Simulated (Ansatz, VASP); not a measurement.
**ZrO2: VASP beside Ansatz**

File INCAR:

```
SYSTEM = ZrO2
PREC = Accurate ; ENCUT = 600
EDIFF = 1E-6 ; ISMEAR = 0
SIGMA = 0.05 ; LREAL = .FALSE.
LASPH = .TRUE. ; NELM = 200
ALGO = Normal ; ISIF = 2
LWAVE = .FALSE. ; LCHARG = .FALSE.
MAGMOM = 0 0 0 0 0 0 0 0 0 0 0 0 0 0 0 0 0 0 ; LORBIT = 11
LSORBIT = .TRUE. ; GGA_COMPAT = .FALSE.
LORBMOM = .TRUE. ; LMAXMIX = 4
GGA = PE ; NBANDS = 64
```

File KPOINTS:

```
Automatic mesh
0
G
  6 6 4
  0 0 0
```

File POSCAR:

```
ZrO2
1.0
    3.6208211003      0.0000000000      0.0000000000
    0.0000000000      3.6208211003      0.0000000000
    0.0000000000      0.0000000000      5.2831522578
Zr O
2 4
Direct
    0.0000000000      0.0000000000      0.0000000000
    0.5000000000      0.5000000000      0.5000000000
    0.0000000000      0.5000000000      0.1928116375
    0.0000000000      0.5000000000      0.6928116375
    0.5000000000      0.0000000000      0.3071883625
    0.5000000000      0.0000000000      0.8071883625
```

Input for Ansatz:

```yaml
crystal:
  lattice:
    - [3.6208211003, 0.0, 0.0]
    - [0.0, 3.6208211003, 0.0]
    - [0.0, 0.0, 5.2831522578]
  atoms:
    - { symbol: Zr, position: [0.0, 0.0, 0.0] }
    - { symbol: Zr, position: [0.5, 0.5, 0.5] }
    - { symbol: O, position: [0.0, 0.5, 0.1928116375] }
    - { symbol: O, position: [0.0, 0.5, 0.6928116375] }
    - { symbol: O, position: [0.5, 0.0, 0.3071883625] }
    - { symbol: O, position: [0.5, 0.0, 0.8071883625] }
basis:
  ecutwfc: 420
  ecutrho_ratio: 4
kpoints:
  mp_grid: { grid: [6, 6, 4] }
hamiltonian:
  xc: pbe
scf:
  occupations: { method: gaussian, width: 0.05 }
  algorithm: direct_min
output:
  forces: true
  stress: true
magnetization:
  noncollinear: true
  spin_orbit: true
```

Alike in both runs: task single point; functional PBE; k mesh 6 × 6 × 4; occupations gaussian, width 0.05 eV; non-collinear spin, spin-orbit coupling.

|  | VASP | Ansatz |
| --- | --- | --- |
| version | VASP 6.6.1 | Ansatz 0.2.0 |
| potentials or method | VASP PAW PBE potentials, release 64 (Zr_sv, O), cutoff 600 eV | plane waves, PAW |
| valence electrons in the cell | 48 | 48 |

|  | VASP | Ansatz | Ansatz less VASP |
| --- | --- | --- | --- |
| pressure (GPa) | 0.1 | 0.0 | -0.10 |
| traceless stress, the component that is largest in VASP (GPa) | -0.11 | -0.03 | +0.078 |
| rms of the force components (eV/Å) | 0.009 | 0.001 | -0.0077 |
| net moment per atom (μB) | 0.00 | 0.00 | 0.000 |

Atom by atom the forces differ by 0.009 eV/Å (rms over components). With one functional, cell and mesh, what is left measures potentials, basis and numerics.
